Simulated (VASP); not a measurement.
**Ge: single point with PBEsol-based global hybrid with 25 % exact exchange**

Ge:

```xyz
2
Lattice="4.0904 0.0000 0.0000 -2.0452 3.5424 0.0000 0.0000 0.0000 3.3266" Properties=species:S:1:pos:R:3 pbc="T T T"
Ge    2.0452    1.1808    0.4686
Ge    0.0000    2.3616    2.8580
```

```json
{
  "Program": "VASP 6.6.1",
  "Task": "single point",
  "Functional": "PBEsol-based global hybrid with 25 % exact exchange",
  "Potentials or basis": "VASP PAW PBE potentials, release 64 (Ge_d)",
  "Cutoff": "410 eV",
  "k mesh": "4 × 4 × 4",
  "Occupations": "fermi-dirac, width 0.05 eV",
  "Spin": "no spin polarisation",
  "Dipole correction": "no",
  "Grid for exact exchange (PRECFOCK)": "Normal",
  "Share of exact exchange": "0.25",
  "Further INCAR settings": "ALGO = Normal; EDIFF = 1e-06; NBANDS = 21"
}
```

```json
{
  "Pressure": "-5.2 GPa",
  "Largest force": "0.529 eV/Å",
  "Band gap on the k mesh": "zero (bands 14 and 15 overlap by 5.08 eV)"
}
```

Forces on the atoms (eV/Å):
```
Ge   0.079 -0.046 -0.521
Ge  -0.079  0.046  0.521
```

Stress tensor (GPa, compression positive):
```
-4.26  0.60 -0.05
 0.60 -3.57  0.03
-0.05  0.03 -7.88
```

Levels at points of the mesh, in eV from the Fermi level:
| k point | band 11 | band 12 | band 13 | band 14 | band 15 | band 16 | band 17 | band 18 |
| --- | --- | --- | --- | --- | --- | --- | --- | --- |
| (0.00, 0.00, 0.00) | -14.10 | -3.26 | -2.01 | -1.98 | 2.82 | 3.46 | 3.48 | 3.79 |
| (0.50, 0.00, 0.00) | -11.90 | -9.87 | -3.70 | -0.82 | 4.00 | 4.43 | 7.87 | 8.97 |
| (0.50, 0.50, 0.00) | -11.89 | -9.89 | -3.68 | -0.89 | 4.00 | 4.43 | 7.86 | 8.96 |
| (0.00, 0.00, 0.50) | -12.01 | -7.89 | 0.32 | 0.34 | 1.33 | 3.38 | 4.50 | 4.50 |
| (0.50, 0.00, 0.50) | -9.88 | -8.01 | -4.99 | -2.97 | -1.87 | 2.86 | 4.33 | 5.36 |
| (0.50, 0.50, 0.50) | -9.87 | -8.03 | -4.99 | -2.99 | -1.86 | 2.87 | 4.34 | 5.36 |

Run time: 46 min on 1 thread of AMD EPYC 7R13 Processor (Zen 3), with other jobs on the host, peak memory 0.13 GiB.

Caveat: the k points lie up to 0.47 Å⁻¹ apart, too coarse for converged energies and pressures of a metal; the PAW data sets were made with another functional, which shifts forces and pressure a little.
